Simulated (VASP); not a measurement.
A run of VASP 6.6.1:

The input INCAR:

```
SYSTEM = SiAs5
  PREC = Accurate
  ENCUT = 600
  EDIFF = 1E-6
  ISMEAR = 0
  SIGMA = 0.1
  LREAL = .False.
  LASPH = .True.
  NELM = 80
  ALGO = Normal
  ISIF = 3
  LWAVE = .False.
  LCHARG = .False.
  GGA = PE
  IBRION = 2
  NSW = 90
  EDIFFG = -0.04
```

File KPOINTS:

```
regular mesh
0
Gamma
  3 3 4
  0 0 0
```

Contents of POSCAR:

```
SiAs5
1.0
    5.8324116000      0.0000000000      0.0000000000
   -2.9162058000      5.0510166100      0.0000000000
    0.0000000000      0.0000000000      5.2692788900
Si As
1 5
Direct
    0.0000000000      0.0000000000      0.5000000000
    0.6605330100      0.0000000000      0.0000000000
    0.0000000000      0.6605330100      0.0000000000
    0.3394669900      0.3394669900      0.0000000000
    0.3333333300      0.6666666700      0.5000000000
    0.6666666700      0.3333333300      0.5000000000
```

Potentials or basis: VASP PAW PBE potentials, release 64 (Si, As).

Command:

```sh
$ cat potpaw_PBE.64/Si/POTCAR potpaw_PBE.64/As/POTCAR > POTCAR
$ mpirun -np 1 vasp_std > vasp.out
```

Hardware: 1 thread of AMD EPYC 9R45 96-Core Processor (Zen 5) (shared host).

Question: How long does it take, and how much memory?

Answer: Wall time 5.3 min on 1 thread of AMD EPYC 9R45 96-Core Processor (Zen 5), on a shared host, peak memory 0.29 GiB. Counts: scf iterations 149, k points 9, ion steps 21.
